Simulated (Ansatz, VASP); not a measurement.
# Two plane-wave programs on Ca

```
Ca
1.0
    -2.19466    2.19466    2.19466
     2.19466   -2.19466    2.19466
     2.19466    2.19466   -2.19466
Ca
1
Direct
  0.00000 0.00000 0.00000
```

Change from the starting cell: volume scaled by 0.9405, PAW files.

Alike in both runs: task electric field gradients; functional PBE; k mesh 10 × 10 × 10; occupations fermi-dirac, width 0.05 eV; no spin polarisation.

|  | VASP | Ansatz |
| --- | --- | --- |
| version | VASP 6.6.1 | Ansatz 0.2.0 |
| potentials or method | VASP PAW PBE potentials, release 64 (Ca_sv) | PAW with Ansatz's default frozen-core files, scalar-relativistic |
| plane-wave cutoff (eV) | 520 | 420 |
| valence electrons in the cell | 10 | 10 |

|  | VASP | Ansatz | Ansatz less VASP |
| --- | --- | --- | --- |
| pressure (GPa) | 0.0 | 0.0 | -0.01 |
